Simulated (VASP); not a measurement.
A run of VASP 6.6.1 is set up as follows.

File INCAR:

```
  PREC = Accurate
  ENCUT = 520
  EDIFF = 1E-7
  ISMEAR = -1
  SIGMA = 0.05
  LREAL = F
  LASPH = T
  NELM = 60
  ALGO = Normal
  ISIF = 2
  LWAVE = F
  LCHARG = T
  GGA = PE
  LELF = T
  LVHAR = T
  NBANDS = 21
```

File KPOINTS:

```
Automatic mesh
0
Gamma
  9 9 5
```

File POSCAR:

```
RuCl2
1.0
    3.6193104388      0.0000000000      0.0000000000
   -1.8096552194      3.1344147799      0.0000000000
    0.0000000000      0.0000000000      5.8386989063
Ru Cl
1 2
Direct
    0.0000000000      0.0000000000      0.0000000000
    0.3333333333      0.6666666667      0.2520000000
    0.6666666667      0.3333333333      0.7480000000
```

Potentials or basis: VASP PAW PBE potentials, release 64 (Ru_pv, Cl).

Command:

```bash
$ cat potpaw_PBE.64/Ru_pv/POTCAR potpaw_PBE.64/Cl/POTCAR > POTCAR
$ mpirun -np 1 vasp_std > vasp.out
```

(1) What does it give for the band gap on the k mesh?

(2) Estimate the largest force.

(3) What does it give for the pressure?

Results:

(1) 0.55 eV (least direct gap 0.73 eV).

(2) 1.880 eV/Å.

(3) -8.9 GPa.

Caveat: the cell stands under tension; an odd mesh through Γ misses points on the zone boundary, where band edges can lie; this functional lacks dispersion, which binds the layers, so the pressure and a relaxed spacing across them are unreliable; forces of over 1 eV/Å act on the atoms, so gaps and moduli don't describe the material at rest.
